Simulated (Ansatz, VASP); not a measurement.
**One calculation of TiSn, two programs**

```
Sn Ti
1.0
     3.15915    0.00000    0.00000
    -1.57957    2.73590    0.00000
     0.00000    0.00000    4.63473
Sn Ti
1 1
Direct
  0.33333 0.66667 0.25000
  0.66667 0.33333 0.75000
```

Alike in both runs: functional PBE; k mesh 9 × 9 × 4; occupations gaussian, width 0.1 eV; no spin polarisation.

Ansatz relaxed the structure, and its values are those at the end. VASP's run is a single point on that final structure, the one shown.

|  | VASP | Ansatz |
| --- | --- | --- |
| version | VASP 6.6.1 | Ansatz 0.2.0 |
| potentials or method | VASP PAW PBE potentials, release 64 (Sn_d, Ti_sv), cutoff 500 eV | scalar-relativistic, plane waves, PAW |
| valence electrons in the cell | 26 | 26 |

|  | VASP | Ansatz | Ansatz less VASP |
| --- | --- | --- | --- |
| gap on the k mesh at the Fermi level (eV) | none | none | - |
| pressure (GPa) | 0.0 | 0.1 | +0.06 |

A gap of «none» marks a metal or a gap that the smearing closes. With one functional, cell and mesh, what is left measures potentials, basis and numerics.
